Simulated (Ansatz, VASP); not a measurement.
Two plane-wave programs on Ti

The input INCAR:

```
SYSTEM = Ti
ALGO = Normal ; EDIFF = 1E-6
ENCUT = 500 ; GGA = PE
GGA_COMPAT = .FALSE. ; ISIF = 2
ISMEAR = 0 ; LASPH = .TRUE.
LCHARG = .FALSE. ; LREAL = .FALSE.
LWAVE = .FALSE. ; NBANDS = 19
NELM = 120 ; PREC = Accurate
SIGMA = 0.1
```

The input KPOINTS:

```
k-points
0
G
  18 18 10
  0 0 0
```

The input POSCAR:

```
Ti
1.0
    3.0692662739      0.0000000000      0.0000000000
   -1.5346331369      2.6580625642      0.0000000000
    0.0000000000      0.0000000000      4.4537149800
Ti
2
Direct
    0.3333333333      0.6666666667      0.2500000000
    0.6666666667      0.3333333333      0.7500000000
```

Input for Ansatz:

```yaml
crystal:
  lattice:
    - [3.0692662739, 0.0, 0.0]
    - [-1.5346331369, 2.6580625642, 0.0]
    - [0.0, 0.0, 4.45371498]
  atoms:
    - { symbol: Ti, position: [0.3333333333, 0.6666666667, 0.25] }
    - { symbol: Ti, position: [0.6666666667, 0.3333333333, 0.75] }
basis:
  ecutwfc: 420
kpoints:
  mp_grid: { grid: [18, 18, 10] }
hamiltonian:
  xc: pbe
scf:
  occupations: { method: gaussian, width: 0.1 }
output:
  forces: true
  stress: true
  eigenvalues: true
  populations: true
```

Alike in both runs: task single point; functional PBE; k mesh 18 × 18 × 10; occupations gaussian, width 0.1 eV; no spin polarisation.

```csv
,VASP,Ansatz
version,VASP 6.6.1,Ansatz 0.2.0
potentials or method,"VASP PAW PBE potentials, release 64 (Ti_sv), cutoff 500 eV","scalar-relativistic, plane waves, PAW"
valence electrons in the cell,24,24
```

Ansatz gave:

```
gap on the k mesh at the Fermi level (eV)                     : none
pressure (GPa)                                                : -4.2
traceless stress, the component that is largest in VASP (GPa) : 5.50
```

Problem. What did VASP give for the same quantities?

Solution. gap on the k mesh at the Fermi level (eV): none; pressure (GPa): -4.4; traceless stress, the component that is largest in VASP (GPa): 5.46.

A gap of «none» marks a metal or a gap that the smearing closes. With one functional, cell and mesh, what is left measures potentials, basis and numerics.
